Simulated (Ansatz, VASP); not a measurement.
**Two plane-wave programs on C**

```
CELL_PARAMETERS angstrom
4.76245 -3.34166 -0.43263
4.76245 3.34166 -0.43263
-2.32620 0.00000 4.98367
ATOMIC_POSITIONS crystal
C 0.88384 0.88384 0.05250
C 0.11616 0.11616 0.94750
C 0.13544 0.13544 0.23173
C 0.86456 0.86456 0.76827
C 0.85327 0.16616 0.14210
C 0.83384 0.14673 0.85790
C 0.14673 0.83384 0.85790
C 0.16616 0.85327 0.14210
```

Alike in both runs: functional PBE; k mesh 4 × 4 × 6; occupations gaussian, width 0.1 eV; no spin polarisation.

Ansatz relaxed the structure, and its values are those at the end. VASP's run is a single point on that final structure, the one shown.

```csv
,VASP,Ansatz
version,VASP 6.6.1,Ansatz 0.2.0
potentials or method,"VASP PAW PBE potentials, release 64 (C_h), cutoff 910 eV","scalar-relativistic, plane waves, PAW"
valence electrons in the cell,32,32
```

```csv
,VASP,Ansatz,Ansatz less VASP
gap on the k mesh at the Fermi level (eV),1.17,1.16,-0.004
least direct gap on the mesh (eV),1.23,1.23,-0.004
rms of the force components (eV/Å),0.010,0.010,+0.0001
```

Noted on VASP's run: the cutoff is short for stress, so the pressure is rough.
